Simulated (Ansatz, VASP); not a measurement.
**MnS in VASP and in Ansatz**

```
Mn S
1.0
     0.00000    2.58702    2.58702
     2.58702    0.00000    2.58702
     2.58702    2.58702    0.00000
Mn S
1 1
Direct
  0.00000 0.00000 0.00000
  0.50000 0.50000 0.50000
```

Alike in both runs: task single point; functional r2SCAN; dispersion D3(BJ); k mesh 9 × 9 × 9; occupations fermi-dirac, width 0.05 eV; collinear spin.

|  | VASP | Ansatz |
| --- | --- | --- |
| version | VASP 6.6.1 | Ansatz 0.2.0 |
| potentials or method | VASP PAW PBE potentials, release 64 (Mn_pv, S) | Ansatz PAW |
| plane-wave cutoff (eV) | 520 | 500 |
| valence electrons in the cell | 19 | 21 |

```tsv
	VASP	Ansatz	Ansatz less VASP
gap on the k mesh at the Fermi level (eV)	none	none	-
pressure (GPa)	0.2	0.2	+0.01
net moment per atom (μB)	2.48	2.48	-0.001
size of the moment on the site where the two differ most (μB)	4.48	4.42	-0.055
```

VASP's potentials were made for PBE, not for r2SCAN. Site moments also hang on the region over which each program counts them. A gap of «none» marks a metal or a gap that the smearing closes. VASP's potentials hold 19 valence electrons a cell and Ansatz's 21, so a difference there can come from the potentials and not from the codes.

Noted on Ansatz's run: the magnetic or orbital state may not be the lowest.
